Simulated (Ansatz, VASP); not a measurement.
# MgS in VASP and in Ansatz

```
Mg S
1.0
     0.00000    2.83000    2.83000
     2.83000    0.00000    2.83000
     2.83000    2.83000    0.00000
Mg S
1 1
Direct
  0.00000 0.00000 0.00000
  0.25000 0.25000 0.25000
```

Alike in both runs: task relaxation of cell and atoms; functional r2SCAN; k mesh 8 × 8 × 8; occupations gaussian, width 0.02 eV; no spin polarisation.

|  | VASP | Ansatz |
| --- | --- | --- |
| version | VASP 6.6.1 | Ansatz 0.2.0 |
| potentials or method | VASP PAW PBE potentials, release 64 (Mg, S), cutoff 660 eV | scalar-relativistic, plane waves, PAW |
| valence electrons in the cell | 8 | 16 |

VASP gave:

| Property | Result |
| --- | --- |
| gap on the k mesh at the Fermi level, each at its own relaxed structure (eV) | 4.15 |
| relaxed volume (Å³/atom) | 22.59 |
| relaxed cell length with the largest relative difference (Å) | 3.998 |

Q: What did Ansatz give for the same quantities?

A: gap on the k mesh at the Fermi level, each at its own relaxed structure (eV): 4.14; relaxed volume (Å³/atom): 22.71; relaxed cell length with the largest relative difference (Å): 4.005.

VASP's potentials were made for PBE, not for r2SCAN. VASP's potentials hold 8 valence electrons a cell and Ansatz's 16, so a difference there can come from the potentials and not from the codes.
